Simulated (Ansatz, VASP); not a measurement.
**RbCl: VASP beside Ansatz**

INCAR

```
ALGO = Normal
EDIFF = 1E-6
ENCUT = 500
GGA = PE
GGA_COMPAT = False
ISIF = 2
ISMEAR = 0
LASPH = True
LCHARG = False
LREAL = False
LWAVE = False
NBANDS = 15
NELM = 120
PREC = Accurate
SIGMA = 0.01
```

KPOINTS

```
k-points
0
Gamma
  6 6 6
```

The input POSCAR:

```
RbCl
1.0
    0.0000000000      3.3057264366      3.3057264366
    3.3057264366      0.0000000000      3.3057264366
    3.3057264366      3.3057264366      0.0000000000
Rb Cl
1 1
Direct
    0.0000000000      0.0000000000      0.0000000000
    0.5000000000      0.5000000000      0.5000000000
```

Input for Ansatz:

```yaml
crystal:
  lattice:
    - [0.0, 3.3057264366, 3.3057264366]
    - [3.3057264366, 0.0, 3.3057264366]
    - [3.3057264366, 3.3057264366, 0.0]
  atoms:
    - { symbol: Rb, position: [0.0, 0.0, 0.0] }
    - { symbol: Cl, position: [0.5, 0.5, 0.5] }
kpoints:
  mp_grid: { grid: [6, 6, 6] }
  band_path:
    path:
      - [0.0, 0.0, 0.0]
      - [0.5, 0.0, 0.5]
      - [0.625, 0.25, 0.625]
      - [0.375, 0.375, 0.75]
      - [0.5, 0.5, 0.5]
      - [0.5, 0.25, 0.75]
    npoints: 1
hamiltonian:
  xc: pbe
scf:
  occupations: { method: fixed }
  n_extra_bands: 4
output:
  forces: true
  stress: true
  eigenvalues: true
```

Alike in both runs: task single point; functional PBE; k mesh 6 × 6 × 6; no spin polarisation.

```csv
,VASP,Ansatz
version,VASP 6.6.1,Ansatz 0.2.0
potentials or method,"VASP PAW PBE potentials, release 64 (Rb_sv, Cl)","plane waves, PAW"
plane-wave cutoff (eV),500,420
occupations,"gaussian, width 0.01 eV",fixed
valence electrons in the cell,16,16
```

Ansatz gave:

* gap on the k mesh at the Fermi level (eV): 4.96
* pressure (GPa): 0.6

**Question.** Estimate VASP's values.

**Answer.** gap on the k mesh at the Fermi level (eV): 4.95; pressure (GPa): 0.6.
